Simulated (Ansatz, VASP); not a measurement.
# Two plane-wave programs on Rh

```
CELL_PARAMETERS angstrom
2.60807 0.00000 0.00000
-1.30404 2.25866 0.00000
0.00000 0.00000 4.32902
ATOMIC_POSITIONS crystal
Rh 0.66667 0.33333 0.75000
Rh 0.33333 0.66667 0.25000
```

Change from the starting cell: strain -0.0300 x Voigt [1, 1, 0, 0, 0, 0], atoms carried along.

Alike in both runs: task single point; functional PBEsol; k mesh 24 × 24 × 14; occupations gaussian, width 0.15 eV; no spin polarisation.

|  | VASP | Ansatz |
| --- | --- | --- |
| version | VASP 6.6.1 | Ansatz 0.2.0 |
| potentials or method | VASP PAW PBE potentials, release 64 (Rh_pv), cutoff 520 eV | scalar-relativistic, plane waves, PAW |
| valence electrons in the cell | 30 | 34 |

VASP gave:

* gap on the k mesh at the Fermi level (eV): none
* pressure (GPa): 20.9
* traceless stress, the component that is largest in VASP (GPa): -6.68

**Question.** Which values does Ansatz return?

**Answer.** gap on the k mesh at the Fermi level (eV): none; pressure (GPa): 21.0; traceless stress, the component that is largest in VASP (GPa): -6.67.

VASP's potentials were made for PBE, not for PBEsol. A gap of «none» marks a metal or a gap that the smearing closes. The functional is the same, so the differences come from potentials, cutoffs and numerics. VASP's potentials hold 30 valence electrons a cell and Ansatz's 34, so a difference there can come from the potentials and not from the codes.
